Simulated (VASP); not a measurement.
AlFe, 8 atoms in the cell. The typed cell holds 8 atoms: a = 6.195 Å, b = 6.195 Å, c = 3.098 Å, α = 90.00°, β = 90.00°, γ = 90.00°. 

* Program: VASP 6.6.1
* Task: single point
* Functional: PBE
* Potentials or basis: VASP PAW PBE potentials, release 64 (Fe, Al)
* Cutoff: 520 eV
* k mesh: 1 × 1 × 1
* Occupations: fermi-dirac, width 0.1 eV
* Spin: collinear spin, antiferromagnetic start
* Starting moments: [2.0, -2.0, -2.0, 2.0, 0.0, 0.0, 0.0, 0.0] μB
* Dipole correction: no
* Further INCAR settings: ALGO = Normal; EDIFF = 1e-06; NBANDS = 36

Potentials or basis: VASP PAW PBE potentials, release 64 (Fe, Al).

Launch:

```console
$ cat potpaw_PBE.64/Fe/POTCAR potpaw_PBE.64/Al/POTCAR > POTCAR
$ mpirun -np 1 vasp_gam > vasp.out
```

Hardware: 1 thread of Intel Xeon 6975P-C, with other jobs on the host.

Task: Estimate the wall time of this run.

Result: It took 66 s on 1 thread of Intel Xeon 6975P-C (shared host), peak memory 0.25 GiB. Counts: scf iterations 38, k points 1.
